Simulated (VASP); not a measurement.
Write the native input for VASP 6.6.1 that does the following.

```yaml
Task: single point
Functional: LDA
Potentials_or_basis: VASP PAW LDA potentials, release 64 (Ir)
Cutoff: 520 eV
k_mesh: 22 × 22 × 22
Occupations: gaussian, width 0.15 eV
Spin: no spin polarisation
Dipole_correction: no
Further_INCAR_settings: ALGO = Normal; EDIFF = 1e-06; NBANDS = 10
```

The structure of Ir lies in POSCAR:

```
Ir
1.0
    0.0000000000      1.8894041476      2.0411233007
    1.8894041476      0.0000000000      2.0411233007
    1.8894041476      1.8894041476      0.0000000000
Ir
1
Direct
    0.0000000000      0.0000000000      0.0000000000
```

One way to write it, as run:

INCAR

```
PREC = Accurate
ENCUT = 520
EDIFF = 1E-6
ISMEAR = 0
SIGMA = 0.15
LREAL = F
LASPH = T
NELM = 100
ALGO = Normal
ISIF = 2
LWAVE = F
LCHARG = F
GGA = CA
NBANDS = 10
```

KPOINTS

```
Automatic mesh
0
Gamma
  22 22 22
```

Potentials or basis: VASP PAW LDA potentials, release 64 (Ir).

Run with:

```console
$ cat potpaw_LDA.64/Ir/POTCAR > POTCAR
$ mpirun -np 1 vasp_std > vasp.out
```

It gave:

The pressure is -14.8 GPa and the band gap on the k mesh is zero (an odd number of electrons rules out a gap without spin polarisation).

Caveat: the cell stands under tension; spin-orbit coupling is left out, which moves the levels of the heavy elements.

Wall time 46 s on 1 thread of AMD EPYC 9R45 (Zen 5), with other jobs on the host, peak memory 0.2 GiB.
